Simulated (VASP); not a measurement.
Input of a VASP 6.6.1 run:

INCAR

```
SYSTEM = BN
PREC     = Accurate       ! precision mode
ENCUT    = 520            ! plane-wave cutoff, eV
EDIFF    = 1E-6           ! SCF threshold, eV
ISMEAR   = 0              ! smearing method
SIGMA    = 0.05           ! smearing width, eV
LREAL    = .False.        ! projectors in reciprocal space
LASPH    = .True.         ! aspherical terms in the spheres
NELM     = 80             ! most SCF steps
ALGO     = Normal         ! electronic algorithm
ISIF     = 2              ! what is computed and relaxed
LWAVE    = .False.        ! write WAVECAR
LCHARG   = .False.        ! write CHGCAR
GGA      = PE             ! functional
NBANDS   = 11             ! bands
```

Contents of KPOINTS:

```
regular mesh
0
Gamma
  12 12 12
  0 0 0
```

The input POSCAR:

```
BN
1.0
    0.0000000000      1.7117387604      1.9091442789
    1.9091442789      0.0000000000      1.9091442789
    1.9091442789      1.7117387604      0.0000000000
B N
1 1
Direct
    0.0000000000      0.0000000000      0.0000000000
    0.7500000000      0.7500000000      0.7500000000
```

Potentials or basis: VASP PAW PBE potentials, release 64 (B, N).

Launch:

```bash
$ cat potpaw_PBE.64/B/POTCAR potpaw_PBE.64/N/POTCAR > POTCAR
$ mpirun -np 1 vasp_std > vasp.out
```

(1) Predict the pressure.

(2) What does it give for the band gap on the k mesh?

Answers

(1) -16.1 GPa.

(2) 2.77 eV, indirect (least direct gap 7.57 eV).
